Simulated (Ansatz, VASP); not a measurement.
## One calculation of Au, two programs

```
CELL_PARAMETERS angstrom
0.00000 2.07827 2.07827
2.07827 0.00000 2.07827
2.07827 2.07827 0.00000
ATOMIC_POSITIONS crystal
Au 0.00000 0.00000 0.00000
```

Alike in both runs: task electric field gradients; functional PBE; k mesh 14 × 14 × 14; occupations fermi-dirac, width 0.03 eV; no spin polarisation.

|  | VASP | Ansatz |
| --- | --- | --- |
| version | VASP 6.6.1 | Ansatz 0.2.0 |
| potentials or method | VASP PAW PBE potentials, release 64 (Au), cutoff 520 eV | PAW with Ansatz's default frozen-core files, scalar-relativistic |
| valence electrons in the cell | 11 | 19 |

```csv
,VASP,Ansatz,Ansatz less VASP
pressure (GPa),-0.2,0.0,+0.24
```

VASP's potentials hold 11 valence electrons a cell and Ansatz's 19, so a difference there can come from the potentials and not from the codes.

Neither program's run includes spin-orbit coupling.
